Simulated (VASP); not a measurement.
# Si (P6/mmm) in VASP: notebook

The runs below take Si through single point, with PBEsol.

Everything below comes from runs of VASP 6.6.1. Logs are shortened: lines on timing, memory, paths and dates and some standing lists are left out, and cuts for length are marked.

## Step 1: The cell of the first run

It takes space group P6/mmm (No. 191, hexagonal). Conventional cell: a = 2.544 Å, b = 2.544 Å, c = 2.389 Å, α = 90.00°, β = 90.00°, γ = 120.00°. Si (site symmetry 6/mmm) has 8 Si at 2.39 to 2.54 Å within 3.2 Å.

## Step 2: Single point, PBEsol

Contents of INCAR:

```
SYSTEM = Si
ALGO = Normal ; EDIFF = 1E-6
ENCUT = 520 ; GGA = PS
ISIF = 2 ; ISMEAR = 1
LASPH = .True. ; LCHARG = .False.
LREAL = .False. ; LWAVE = .False.
NBANDS = 8 ; NELM = 80
PREC = Accurate ; SIGMA = 0.05
```

Contents of KPOINTS:

```
k-points
0
Gamma
  10 10 10
  0 0 0
```

Contents of POSCAR:

```
Si
1.0
    2.5437355871      0.0000000000      0.0000000000
   -1.2718677935      2.2029394422      0.0000000000
    0.0000000000      0.0000000000      2.3887156898
Si
1
Direct
    0.0000000000      0.0000000000      0.0000000000
```

Potentials or basis: VASP PAW PBE potentials, release 64 (Si).

Started as:

```sh
$ cat potpaw_PBE.64/Si/POTCAR > POTCAR
$ mpirun -np 1 vasp_std > vasp.out
```

OUTCAR:

```text
SYSTEM = Si
   EDIFF = 1E-6
   ENCUT = 520
   GGA = PS
   ISIF = 2
   ISMEAR = 1
   LASPH = .True.
   LREAL = .False.
   NELM = 80
   PREC = Accurate

 ion  position               nearest neighbor table
   1  0.000  0.000  0.000-

  LATTYP: Found a hexagonal cell.
 ALAT       =     2.5437355871
 C/A-ratio  =     0.9390581717

  Lattice vectors:

 A1 = (   2.5437355871,   0.0000000000,   0.0000000000)
 A2 = (  -1.2718677935,   2.2029394422,   0.0000000000)
 A3 = (   0.0000000000,   0.0000000000,   2.3887156898)

Analysis of symmetry for initial positions (statically):
=====================================================================
 Subroutine PRICEL returns:
 Original cell was already a primitive cell.

 Routine SETGRP: Setting up the symmetry group for a
 hexagonal supercell.

 Subroutine GETGRP returns: Found 24 space group operations
 (whereof 24 operations were pure point group operations)
 out of a pool of 24 trial point group operations.

The static configuration has the point symmetry D_6h.

Analysis of symmetry for dynamics (positions and initial velocities):
=====================================================================
 Subroutine PRICEL returns:
 Original cell was already a primitive cell.

 Routine SETGRP: Setting up the symmetry group for a
 hexagonal supercell.

 Subroutine GETGRP returns: Found 24 space group operations
 (whereof 24 operations were pure point group operations)
 out of a pool of 24 trial point group operations.

The dynamic configuration has the point symmetry D_6h.

 Subroutine INISYM returns: Found 24 space group operations
 (whereof 24 operations are pure point group operations),
 and found     1 'primitive' translations

----------------------------------------------------------------------------------------

                                     Primitive cell

  volume of cell :      13.3856

  direct lattice vectors                    reciprocal lattice vectors
     2.543735587  0.000000000  0.000000000     0.393122621  0.226969471  0.000000000
    -1.271867794  2.202939442  0.000000000     0.000000000  0.453938942  0.000000000
     0.000000000  0.000000000  2.388715690     0.000000000  0.000000000  0.418635003

  length of vectors
     2.543735587  2.543735417  2.388715690     0.453938912  0.453938942  0.418635003

  position of ions in fractional coordinates (direct lattice)
     0.000000000  0.000000000  0.000000000

  ion indices of the primitive-cell ions
   primitive index   ion index
                 1           1

----------------------------------------------------------------------------------------

 KPOINTS: k-points

Automatic generation of k-mesh.
 Grid dimensions read from file:
 generate k-points for:   10   10   10

 Generating k-lattice:

  Cartesian coordinates                     Fractional coordinates (reciprocal lattice)
     0.039312262  0.022696947  0.000000000     0.100000000  0.000000000  0.000000000
     0.000000000  0.045393894  0.000000000     0.000000000  0.100000000  0.000000000
     0.000000000  0.000000000  0.041863500     0.000000000  0.000000000  0.100000000

  Length of vectors
     0.045393891  0.045393894  0.041863500

  Shift w.r.t. Gamma in fractional coordinates (k-lattice)
     0.000000000  0.000000000  0.000000000

 Subroutine IBZKPT returns following result:
 ===========================================

 Found     84 irreducible k-points:

 Following reciprocal coordinates:
            Coordinates               Weight
  0.000000  0.000000  0.000000      1.000000
  0.100000  0.000000  0.000000      6.000000
  0.200000  0.000000  0.000000      6.000000
  0.300000  0.000000  0.000000      6.000000
  0.400000 -0.000000  0.000000      6.000000
  0.500000  0.000000  0.000000      3.000000
[... 16 lines left out ...]
  0.300000  0.100000  0.100000     24.000000
  0.400000  0.100000  0.100000     24.000000
 [... further k-points ...]
   k-points           NKPTS =     84   k-points in BZ     NKDIM =     84   number of bands    NBANDS=      8
   number of dos      NEDOS =    301   number of ions     NIONS =      1
   total plane-waves  NPLWV =   7200
   dimension x,y,z NGX =    20 NGY =   20 NGZ =   18
   dimension x,y,z NGXF=    40 NGYF=   40 NGZF=   36
   ions per type =               1
   NGX,Y,Z   is equivalent  to a cutoff of  13.07, 13.07, 12.53 a.u.
   NGXF,Y,Z  is equivalent  to a cutoff of  26.14, 26.14, 25.05 a.u.
 SYSTEM =  Si
   PREC   = accura    normal or accurate (medium, high low for compatibility)
   ISTART =      0    job   : 0-new  1-cont  2-samecut
   ICHARG =      2    charge: 1-file 2-atom 10-const
   ISPIN  =      1    spin polarized calculation?
   LNONCOLLINEAR =      F non collinear calculations
   LSORBIT =      F    spin-orbit coupling
   LASPH  =      T    aspherical Exc in radial PAW
   ENCUT  =  520.0 eV  38.22 Ry    6.18 a.u.   4.73  4.73  4.44*2*pi/ulx,y,z
   NELM   =     80;   NELMIN=  2; NELMDL= -5     # of ELM steps
   EDIFF  = 0.1E-05   stopping-criterion for ELM
   LREAL  =      F    real-space projection
   EDIFFG = 0.1E-04   stopping-criterion for IOM
   NSW    =      0    number of steps for IOM
   IBRION =     -1    ionic relax: 0-MD 1-quasi-New 2-CG
   NFREE  =      0    steps in history (QN), initial steepest desc. (CG)
   ISIF   =      2    stress and relaxation
   ISYM   =      2    0-nonsym 1-usesym 2-fastsym
   POTIM  = 0.5000    time-step for ionic-motion
   TEBEG  =    0.0;   TEEND  =   0.0 temperature during run
   PSTRESS=    0.0 pullay stress
   NELECT =       4.0000    total number of electrons
   NUPDOWN=      -1.0000    fix difference up-down
   EMIN   =  10.00;   EMAX   =-10.00  energy-range for DOS
   EFERMI =   0.00;   METHOD = LEGACY
   ISMEAR =     1;   SIGMA  =   0.05  broadening in eV -4-tet -1-fermi 0-gaus
   EFERMI_NEDOS =   21; number of points for ismear=-14 and -15
   IALGO  =     38    algorithm
   IMIX   =      4    mixing-type and parameters
     AMIX     =   0.40;   BMIX     =  1.00
     AMIX_MAG =   1.60;   BMIX_MAG =  1.00
  volume/ion in A,a.u.               =      13.39        90.33
  Fermi-wavevector in a.u.,A,eV,Ry     =   1.094498  2.068302 16.298785  1.197927
  Thomas-Fermi vector in A             =   2.230804
   LORBIT       =      0    0 simple, 1 ext, 2 COOP (PROOUT), +10 PAW based schemes
   GGA     = PS    functional components
   LHFCALC =     F    Hartree Fock is set to
   AEXX    =    0.0000 exact exchange contribution
   IVDW    =     0    specifies the selected vdW correction
   LEPSILON=     F    determine dielectric tensor
   LRPA    =     F    only Hartree local field effects (RPA)
 non-spin polarized calculation
 Methfessel and Paxton  Order N= 1 SIGMA  =   0.05
  energy-cutoff  :      520.00
  volume of cell :       13.39
 maximum number of plane-waves:       381
 NGX is ok and might be reduce to    20
   NGX =  9   NGY =  9   NGZ =  9

 number of electron       4.0000000 magnetization

 Free energy of the ion-electron system (eV)
  ---------------------------------------------------
  ext. energy  EPLUGINS =         0.00000000
  ---------------------------------------------------
  free energy    TOTEN  =        -5.49169722 eV

  energy without entropy =       -5.49169325  energy(sigma->0) =       -5.49169590

 E-fermi :  10.9592     XC(G=0): -11.5034

 val. band max:       10.8012363644   @ k =   0.3000   0.2000   0.2000
 cond. band min:      10.9778365561   @ k =   0.4000  -0.0000   0.4000
 fundamental gap:      0.1766001917
 Fermi energy:        10.9591681069

 k-point     1 :       0.0000    0.0000    0.0000
  band No.  band energies     occupation
      1      -4.1110      2.00000
      2      18.4886      0.00000
      3      19.6044      0.00000
      4      22.2197      0.00000
      5      22.2197      0.00000
      6      23.4869      0.00000
      7      23.4869      0.00000
      8      29.0371      0.00000

 k-point     2 :       0.1000    0.0000    0.0000
  band No.  band energies     occupation
      1      -3.8124      2.00000
      2      17.4217      0.00000
      3      19.8536      0.00000
      4      20.1840      0.00000
      5      20.4691      0.00000
      6      23.8912      0.00000
      7      25.7497      0.00000
      8      31.7208      0.00000

 k-point     3 :       0.2000    0.0000    0.0000
  band No.  band energies     occupation
      1      -2.9197      2.00000
      2      13.8687      0.00000
      3      18.7160      0.00000
      4      19.0063      0.00000
      5      20.5994      0.00000
      6      24.2954      0.00000
      7      29.0231      0.00000
      8      34.1734      0.00000

 k-point     4 :       0.3000    0.0000    0.0000
  band No.  band energies     occupation
      1      -1.4421      2.00000
      2       9.9374      2.00000
      3      17.4519      0.00000
      4      18.2215      0.00000
      5      21.8348      0.00000
      6      25.4300      0.00000
      7      31.6114      0.00000
      8      32.7420      0.00000

 k-point     5 :       0.4000   -0.0000    0.0000
  band No.  band energies     occupation
      1       0.6039      2.00000
      2       6.3466      2.00000
      3      16.6927      0.00000
      4      17.6579      0.00000
      5      23.5249      0.00000
      6      27.2694      0.00000
      7      28.6561      0.00000
      8      32.7677      0.00000
[... 177 lines left out ...]
 k-point    22 :       0.2000    0.1000    0.1000
  band No.  band energies     occupation
      1      -1.7832      2.00000
      2      12.1909      0.00000
      3      14.8832      0.00000
      4      18.0753      0.00000
      5      23.3522      0.00000
      6      26.8671      0.00000
      7      29.7476      0.00000
      8      31.3449      0.00000

 k-point    23 :       0.3000    0.1000    0.1000
  band No.  band energies     occupation
      1      -0.0231      2.00000
      2       8.5098      2.00000
      3      13.9018      0.00000
      4      19.1691      0.00000
      5      22.7290      0.00000
      6      27.7446      0.00000
      7      29.0132      0.00000
      8      32.4578      0.00000

 k-point    24 :       0.4000    0.1000    0.1000
  band No.  band energies     occupation
      1       2.2882      2.00000
      2       5.1761      2.00000
      3      13.4052      0.00000
      4      20.1902      0.00000
      5      23.0993      0.00000
      6      25.0161      0.00000
      7      31.0260      0.00000
      8      32.1603      0.00000

 [... further k-points ...]
[... 5 lines left out ...]
  --------------------------------------------------------------------------------------
  -------------------------------------------------------------------------------------
  Total        1.4862436      1.4862434      0.6476947      0.0000000      0.0000000      0.0000000
  in kB      177.8941245    177.8940928     77.5250242      0.0000000      0.0000000      0.0000000
  external PRESSURE =     144.4377472 kB  Pullay stress =       0.0000000 kB

 VOLUME and BASIS-vectors are now :
 -----------------------------------------------------------------------------
  energy-cutoff  :      520.00
  volume of cell :       13.39
      direct lattice vectors                 reciprocal lattice vectors
     2.543735587  0.000000000  0.000000000     0.393122621  0.226969471  0.000000000
    -1.271867794  2.202939442  0.000000000     0.000000000  0.453938942  0.000000000
     0.000000000  0.000000000  2.388715690     0.000000000  0.000000000  0.418635003

 POSITION                                       TOTAL-FORCE (eV/Angst)
 -----------------------------------------------------------------------------------
      0.00000      0.00000      0.00000        -0.000000      0.000000      0.000000
 -----------------------------------------------------------------------------------
    total drift:                               -0.000000     -0.000000      0.000000

  FREE ENERGIE OF THE ION-ELECTRON SYSTEM (eV)
  ---------------------------------------------------
  free  energy   TOTEN  =        -5.4916972218 eV

  energy  without entropy=       -5.4916932507  energy(sigma->0) =       -5.49169590
```

Wall time 2.6 s (1 thread of Intel Xeon 6975P-C (Granite Rapids), shared host); peak memory 0.11 GiB.

Results:

| Item | Value |
| --- | --- |
| Free energy | -5.4917 eV |
| Pressure | 14.4 GPa |
| Band gap on the k mesh | zero (band 2 reaches 18.49 eV, above the bottom of band 3 at 6.83 eV) |

Levels at points of the mesh, in eV from the Fermi level:
```
           k point  band 1  band 2  band 3  band 4  band 5  band 6  band 7
(0.00, 0.00, 0.00)  -15.07    7.53    8.65   11.26   11.26   12.53   12.53
(0.50, 0.00, 0.00)   -7.97   -7.52    5.48    6.49   14.13   15.69   18.11
(0.00, 0.00, 0.50)   -9.65   -7.97   15.42   15.42   15.54   15.54   17.10
(0.50, 0.00, 0.50)   -3.22   -2.37   -1.63    0.92    9.63   12.67   13.32
```

Caveat: the PAW data sets were made with another functional, which shifts forces and pressure a little.

## Step 3: Single point, PBEsol

This run uses another cell than the first one, of 13.65 Å³/atom, 1.020 times its volume.

Contents of INCAR:

```
ALGO = Normal ; EDIFF = 1E-6
ENCUT = 520 ; GGA = PS
ISIF = 2 ; ISMEAR = 1
LASPH = True ; LCHARG = True
LELF = True ; LREAL = False
LVHAR = True ; LWAVE = False
NBANDS = 8 ; NELM = 80
PREC = Accurate ; SIGMA = 0.05
```

Contents of KPOINTS:

```
k-points
0
Gamma
  10 10 10
```

Contents of POSCAR:

```
Si
1.0
    2.5602538135      0.0000000000      0.0000000000
   -1.2801269067      2.2172446447      0.0000000000
    0.0000000000      0.0000000000      2.4042272653
Si
1
Direct
    0.0000000000      0.0000000000      0.0000000000
```

Potentials or basis: VASP PAW PBE potentials, release 64 (Si).

Started as:

```sh
$ cat potpaw_PBE.64/Si/POTCAR > POTCAR
$ mpirun -np 1 vasp_std > vasp.out
```

Run time: 2.8 s. Hardware: 1 thread of Intel Xeon 6975P-C (Granite Rapids), shared host; peak memory 0.12 GiB.

The run converged. Its results:

- Free energy: -5.5125 eV
- Pressure: 11.0 GPa
- Band gap on the k mesh: zero (band 2 reaches 18.21 eV, above the bottom of band 3 at 6.66 eV)

Stress tensor (GPa, compression positive):
```
14.41  0.00  0.00
 0.00 14.41  0.00
 0.00  0.00  4.17
```

Levels at points of the mesh, in eV from the Fermi level:
| k point | band 1 | band 2 | band 3 | band 4 | band 5 | band 6 | band 7 |
| --- | --- | --- | --- | --- | --- | --- | --- |
| (0.00, 0.00, 0.00) | -14.87 | 7.53 | 8.52 | 11.05 | 11.05 | 12.47 | 12.47 |
| (0.50, 0.00, 0.00) | -7.90 | -7.37 | 5.40 | 6.50 | 13.87 | 15.59 | 17.86 |
| (0.00, 0.00, 0.50) | -9.55 | -7.81 | 15.10 | 15.10 | 15.43 | 15.43 | 16.97 |
| (0.50, 0.00, 0.50) | -3.16 | -2.32 | -1.68 | 1.03 | 9.45 | 12.61 | 13.12 |

Caveat: the PAW data sets were made with another functional, which shifts forces and pressure a little.

## Step 4: Single point, PBEsol

This run uses another cell than the first one, of 13.91 Å³/atom, 1.039 times its volume.

Contents of INCAR:

```
SYSTEM = Si
PREC = Accurate
ENCUT = 520
EDIFF = 1E-7
ISMEAR = 1
SIGMA = 0.05
LREAL = .False.
LASPH = .True.
NELM = 60
ALGO = Normal
ISIF = 2
LWAVE = .False.
LCHARG = .False.
GGA = PS
NBANDS = 8
```

Contents of KPOINTS:

```
Automatic mesh
0
Gamma
  10 10 10
  0 0 0
```

Contents of POSCAR:

```
Si
1.0
    2.5765616023      0.0000000000      0.0000000000
   -1.2882808011      2.2313676028      0.0000000000
    0.0000000000      0.0000000000      2.4195412276
Si
1
Direct
    0.0000000000      0.0000000000      0.0000000000
```

Started as:

```sh
$ cat potpaw_PBE.64/Si/POTCAR > POTCAR
$ mpirun -np 1 vasp_std > vasp.out
```

It took 3.5 s on 1 thread of Intel Xeon 6975P-C (Granite Rapids), shared host; peak memory 0.12 GiB.

It converged, with:

* Free energy: -5.5279 eV
* Pressure: 7.9 GPa
* Band gap on the k mesh: zero (band 2 reaches 17.93 eV, above the bottom of band 3 at 6.48 eV)

Stress tensor (GPa, compression positive):
```
11.32  0.00  0.00
 0.00 11.32  0.00
 0.00  0.00  0.91
```

Levels at points of the mesh, in eV from the Fermi level:
```csv
k point,band 1,band 2,band 3,band 4,band 5,band 6
"(0.00, 0.00, 0.00)",-14.67,7.54,8.40,10.86,10.86,12.41
"(0.50, 0.00, 0.00)",-7.83,-7.22,5.33,6.50,13.62,15.49
"(0.00, 0.00, 0.50)",-9.45,-7.65,14.79,14.79,15.33,15.33
"(0.50, 0.00, 0.50)",-3.09,-2.26,-1.72,1.13,9.28,12.55
```

Caveat: the PAW data sets were made with another functional, which shifts forces and pressure a little.

## Step 5: Overview

| cell | gap on the mesh (eV) | pressure (GPa) |
| --- | --- | --- |
| a = 2.544, b = 2.544, c = 2.389 Å, angles 90.0, 90.0, 120.0°, 1 atom | none | 14.4 |
| a = 2.560, b = 2.560, c = 2.404 Å, angles 90.0, 90.0, 120.0°, 1 atom | none | 11.0 |
| a = 2.577, b = 2.577, c = 2.420 Å, angles 90.0, 90.0, 120.0°, 1 atom | none | 7.9 |

Alike in all rows: task single point; level PBEsol; potentials or basis VASP PAW PBE potentials, release 64 (Si); no spin polarisation; k mesh 10 × 10 × 10; cutoff (eV) 520; smearing methfessel-paxton 0.05 eV.

Caveats: the PAW data sets were made with another functional, which shifts forces and pressure a little.

Total energies depend on the potentials used, so only differences within one code and one set of settings carry meaning.
